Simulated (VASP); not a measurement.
## HfMo: single point with PBEsol

HfMo:

```xyz
2
Lattice="1.6712 -2.4725 0.0000 1.6712 2.4725 0.0000 0.0000 0.0000 4.4470" Properties=species:S:1:pos:R:3 pbc="T T T"
Hf   -0.0338   -0.0058    0.0101
Mo    1.6522    0.0010    2.2866
```

| Item | Value |
| --- | --- |
| Program | VASP 6.6.1 |
| Task | single point |
| Functional | PBEsol |
| Potentials or basis | VASP PAW PBE potentials, release 64 (Hf_pv, Mo_sv) |
| Cutoff | 500 eV |
| k mesh | 13 × 13 × 8 |
| Occupations | methfessel-paxton, width 0.1 eV |
| Spin | no spin polarisation |
| Dipole correction | no |
| Further INCAR settings | ALGO = Normal; EDIFF = 1e-06; NBANDS = 19 |

The pressure is -6.2 GPa, the largest force is 0.348 eV/Å and the band gap on the k mesh is zero (bands 12 and 13 overlap by 2.55 eV).

Forces on the atoms (eV/Å):
```
Hf   0.091  0.016  0.335
Mo  -0.091 -0.016 -0.335
```

Stress tensor (GPa, compression positive):
```
-5.82  0.00  0.06
 0.00 -6.85  0.00
 0.06  0.00 -5.92
```

Levels at points of the mesh, in eV from the Fermi level:
| k point | band 10 | band 11 | band 12 | band 13 | band 14 | band 15 |
| --- | --- | --- | --- | --- | --- | --- |
| (0.00, 0.00, 0.00) | -1.64 | -0.46 | 0.03 | 1.55 | 1.88 | 2.50 |
| (0.00, 0.00, 0.50) | -1.08 | -0.42 | 0.58 | 1.03 | 1.19 | 1.40 |

Run time: 4.8 min on 1 thread of Oxide Virtual Turin-like Processor (shared host), peak memory 0.5 GiB.

Caveat: the cell stands under tension; the PAW data sets were made with another functional, which shifts forces and pressure a little; spin-orbit coupling is left out, which moves the levels of the heavy elements.
